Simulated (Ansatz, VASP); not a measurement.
## TaN: VASP beside Ansatz

```
CELL_PARAMETERS angstrom
3.05000 0.00000 0.00000
-1.52500 2.64138 0.00000
0.00000 0.00000 4.98940
ATOMIC_POSITIONS crystal
Ta 0.33333 0.66667 0.00000
Ta 0.66667 0.33333 0.50000
N 0.33333 0.66667 0.38500
N 0.66667 0.33333 0.88500
```

Change from the starting cell: zz strain of +1 %, crystal datasets.

Alike in both runs: task electric field gradients; functional PBE; k mesh 9 × 9 × 5; occupations fermi-dirac, width 0.01 eV; no spin polarisation.

```csv
,VASP,Ansatz
version,VASP 6.6.1,Ansatz 0.2.0
potentials or method,"VASP PAW PBE potentials, release 64 (Ta_pv, N), cutoff 520 eV","all-electron PAW with datasets made for the crystal, scalar-relativistic"
```

```tsv
	VASP	Ansatz	Ansatz less VASP
pressure (GPa)	133.7	128.6	-5.13
traceless stress, the component that is largest in VASP (GPa)	-19.82	-19.02	+0.803
rms of the force components (eV/Å)	1.644	1.605	-0.0397
size of Vzz on the site where it differs most (V/Å²)	135.4	129.3	-6.16
```

Atom by atom the forces differ by 0.040 eV/Å (rms over components). Both programs put the cell under a high pressure, so it lies far from rest at this level. Ansatz ran all-electron here, and VASP with PAW potentials.

Spin-orbit coupling is off throughout. Noted on VASP's run: the cell as given lies far from equilibrium.
